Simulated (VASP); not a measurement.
TaN:

```
CELL_PARAMETERS angstrom
0.00000 2.24042 2.24042
2.24042 0.00000 2.24042
2.24042 2.24042 0.00000
ATOMIC_POSITIONS crystal
Ta 0.50000 0.50000 0.50000
N 0.00000 0.00000 0.00000
```

Base run:

| Property | Result |
| --- | --- |
| Program | VASP 6.6.1 |
| Functional | r2SCAN |
| Potentials or basis | VASP PAW PBE potentials, release 64 (Ta_pv, N) |
| Cutoff | 520 eV |
| k mesh | 10 × 10 × 10 |
| Occupations | fermi-dirac, width 0.05 eV |
| Spin | no spin polarisation |

Its results: band gap on the k mesh zero (band 8 reaches 10.72 eV, above the bottom of band 9 at 6.96 eV); pressure -16.3 GPa.

**Question.** The run is repeated on the same cell with these changes: functional from r2SCAN to PBE. What comes out?

**Answer.** Band gap on the k mesh zero (band 8 reaches 10.64 eV, above the bottom of band 9 at 6.96 eV); pressure -12.3 GPa.

Caveats: spin-orbit coupling is left out, which moves the levels of the heavy elements; the PAW data sets were made with another functional, which shifts forces and pressure a little (some runs).
